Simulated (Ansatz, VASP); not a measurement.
## Cd3HgS4 in VASP and in Ansatz

Contents of INCAR:

```
SYSTEM = Cd3HgS4
ALGO = Normal
EDIFF = 1E-7
ENCUT = 520
GGA = PE
ISIF = 2
ISMEAR = 0
LASPH = .True.
LCHARG = .False.
LREAL = .False.
LWAVE = .False.
NBANDS = 46
NELM = 100
PREC = Accurate
SIGMA = 0.01
```

File KPOINTS:

```
k-points
0
Gamma
  6 6 6
  0 0 0
```

POSCAR

```
Cd3HgS4
1.0
   -3.0004252825      3.0004252825      6.0017257549
    3.0004252825     -3.0004252825      6.0017257549
    3.0004252825      3.0004252825     -6.0017257549
Cd S Hg
3 4 1
Direct
    0.7500000000      0.2500000000      0.5000000000
    0.5000000000      0.5000000000      0.0000000000
    0.2500000000      0.7500000000      0.5000000000
    0.1260947508      0.6219475268      0.0000000000
    0.8739052492      0.8739052492      0.4958527761
    0.6219475268      0.1260947508      0.0000000000
    0.3780524732      0.3780524732      0.5041472239
    0.0000000000      0.0000000000      0.0000000000
```

Input for Ansatz:

```yaml
crystal:
  lattice:
    - [-3.0004252825, 3.0004252825, 6.0017257549]
    - [3.0004252825, -3.0004252825, 6.0017257549]
    - [3.0004252825, 3.0004252825, -6.0017257549]
  atoms:
    - { symbol: Cd, position: [0.75, 0.25, 0.5] }
    - { symbol: S, position: [0.1260947508, 0.6219475268, 0.0] }
    - { symbol: Cd, position: [0.5, 0.5, 0.0] }
    - { symbol: S, position: [0.8739052492, 0.8739052492, 0.4958527761] }
    - { symbol: Cd, position: [0.25, 0.75, 0.5] }
    - { symbol: S, position: [0.6219475268, 0.1260947508, 0.0] }
    - { symbol: Hg, position: [0.0, 0.0, 0.0] }
    - { symbol: S, position: [0.3780524732, 0.3780524732, 0.5041472239] }
kpoints:
  mp_grid: { grid: [6, 6, 6] }
hamiltonian:
  xc: pbe
scf:
  occupations: { method: fixed }
  n_extra_bands: 6
output:
  forces: true
  stress: true
  eigenvalues: true
```

Alike in both runs: task single point; functional PBE; k mesh 6 × 6 × 6; no spin polarisation.

```csv
,VASP,Ansatz
version,VASP 6.6.1,Ansatz 0.2.0
potentials or method,"VASP PAW PBE potentials, release 64 (Cd, S, Hg)","plane waves, PAW"
plane-wave cutoff (eV),520,420
occupations,"gaussian, width 0.01 eV",fixed
valence electrons in the cell,72,104
```

Ansatz gave:

- gap on the k mesh at the Fermi level (eV): 0.57
- pressure (GPa): -1.4

Q: Which values does VASP return?

A: gap on the k mesh at the Fermi level (eV): 0.57; pressure (GPa): -1.2.

VASP's potentials hold 72 valence electrons a cell and Ansatz's 104, so a difference there can come from the potentials and not from the codes.

Spin-orbit coupling is off throughout.
